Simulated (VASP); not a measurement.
Wanted: the native input for a VASP 6.6.1 run.

* Task: single point
* Functional: PBEsol
* Potentials or basis: VASP PAW PBE potentials, release 64 (Y_sv)
* Cutoff: 520 eV
* k mesh: 18 × 18 × 8
* Occupations: gaussian, width 0.15 eV
* Spin: no spin polarisation
* Dipole correction: no
* Further INCAR settings: ALGO = Fast; EDIFF = 1e-06; NBANDS = 18

The structure of Y lies in POSCAR:

```
Y
1.0
    3.4689242752      0.0000000000      0.0000000000
   -1.7344621376      3.0041765462      0.0000000000
    0.0000000000      0.0000000000      6.0347700000
Y
2
Direct
    0.3333333333      0.6666666667      0.2500000000
    0.6666666667      0.3333333333      0.7500000000
```

This cell differs from its parent crystal: strain -0.050 along x and y, +0.050 along z.

These files were run (other wordings do the same):

INCAR

```
ALGO     = Fast           # electronic algorithm
EDIFF    = 1E-6           # SCF threshold, eV
ENCUT    = 520            # plane-wave cutoff, eV
GGA      = PS             # functional
ISIF     = 2              # what is computed and relaxed
ISMEAR   = 0              # smearing method
LASPH    = T              # aspherical terms in the spheres
LCHARG   = T              # write CHGCAR
LELF     = T              # ELF
LREAL    = F              # projectors in reciprocal space
LVHAR    = T            
LWAVE    = F              # write WAVECAR
NBANDS   = 18             # bands
NELM     = 60             # most SCF steps
PREC     = Accurate       # precision mode
SIGMA    = 0.15           # smearing width, eV
```

KPOINTS

```
k-points
0
Gamma
  18 18 8
```

Potentials or basis: VASP PAW PBE potentials, release 64 (Y_sv).

The run is started by

```bash
$ cat potpaw_PBE.64/Y_sv/POTCAR > POTCAR
$ mpirun -np 1 vasp_std > vasp.out
```

It gave:

* Pressure: -0.3 GPa
* Band gap on the k mesh: zero (bands 11 and 12 overlap by 0.85 eV)

Caveat: the cell differs from its parent crystal (strain -0.050 along x and y, +0.050 along z); the stress differs along the axes, from -4 to 2 GPa; the PAW data sets were made with another functional, which shifts forces and pressure a little.

It took 8 min on 1 thread of Oxide Virtual Turin-like Processor, on a shared host, peak memory 0.31 GiB.
